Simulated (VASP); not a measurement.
A run of VASP 6.6.1 is set up as follows.

Contents of INCAR:

```
SYSTEM = CoSi
PREC = Accurate
ENCUT = 520
EDIFF = 1E-6
ISMEAR = -1
SIGMA = 0.05
LREAL = .False.
LASPH = .True.
NELM = 150
ALGO = Normal
ISIF = 2
LWAVE = .False.
LCHARG = .False.
ISPIN = 2
MAGMOM = 2 0
LORBIT = 11
LMAXMIX = 4
GGA = PS
NBANDS = 18
```

The input KPOINTS:

```
Automatic mesh
0
Gamma
  10 10 10
  0 0 0
```

POSCAR

```
CoSi
1.0
    2.8179346973      0.0000000000      0.0000000000
    0.0000000000      2.8179346973      0.0000000000
    0.0000000000      0.0000000000      2.8179346973
Co Si
1 1
Direct
    0.0000000000      0.0000000000      0.0000000000
    0.5000000000      0.5000000000      0.5000000000
```

Potentials or basis: VASP PAW PBE potentials, release 64 (Co, Si).

Run with:

```console
$ cat potpaw_PBE.64/Co/POTCAR potpaw_PBE.64/Si/POTCAR > POTCAR
$ mpirun -np 1 vasp_std > vasp.out
```

Q: What does it give for the pressure?

A: -13.7 GPa.

Q: Estimate the site moments.

A: Co +0.55; Si +0.01 μB.

Caveat: the PAW data sets were made with another functional, which shifts forces and pressure a little.
